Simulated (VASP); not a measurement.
Runs of VASP 6.6.1 on Sc2AlAs3. The structure is that of space group P6/mmm (No. 191), or close to it. The cells are those of the table. The cell was generated, and may not be a known phase.

```csv
task,spin,cell,cutoff (eV),gap on the mesh (eV),pressure (GPa)
single point,off,"a = 5.078, b = 5.078, c = 5.549 Å, angles 90.0, 90.0, 120.0°, 6 atoms",520,none,-1.3
single point,off,"a = 5.051, b = 5.051, c = 5.490 Å, angles 90.0, 90.0, 120.0°, 6 atoms",520,none,0.2
relaxation of cell and atoms,off,"relaxed from a = 5.078, b = 5.078, c = 5.549 Å, angles 90.0, 90.0, 120.0°, 6 atoms",600,none,0.1
single point,collinear,"a = 5.051, b = 5.051, c = 5.490 Å, angles 90.0, 90.0, 120.0°, 6 atoms",520,none,(a)
```

Alike in all rows: level PBE; potentials or basis VASP PAW PBE potentials, release 64 (Sc_sv, Al, As); k mesh 6 × 6 × 4; smearing gaussian 0.1 eV.

Estimate the missing entries.

(a) 0.6.

A k mesh can miss the band edges, and the runs leave out spin-orbit coupling on As.

A gap of «none» marks levels without a gap at the run's occupations.
